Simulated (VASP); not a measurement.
Gd:

```
Gd
1.0
     3.48415    0.00000    0.00000
    -1.74208    3.01737    0.00000
     0.00000    0.00000    5.58672
Gd
2
Direct
  0.33333 0.66667 0.25000
  0.66667 0.33333 0.75000
```

Base run:

| Item | Value |
| --- | --- |
| Program | VASP 6.6.1 |
| Functional | LDA |
| Potentials or basis | VASP PAW PBE potentials, release 64 (Gd) |
| Cutoff | 520 eV |
| k mesh | 10 × 10 × 6 |
| Occupations | fermi-dirac, width 0.05 eV |
| Spin | collinear spin, ferromagnetic start |
| Starting moments | [7.214, 7.214] μB |

Its results: pressure -0.1 GPa; net moment 14.64 μB per cell; site moments Gd +6.89 μB.

Problem. The run is repeated on the same cell with these changes: k mesh from 10 × 10 × 6 to 3 × 3 × 2. What comes out?

Solution. Pressure -3.4 GPa; net moment 14.92 μB per cell; site moments Gd +6.94 μB.

Caveats: some runs use coarse meshes; the PAW data sets were made with another functional, which shifts forces and pressure a little.
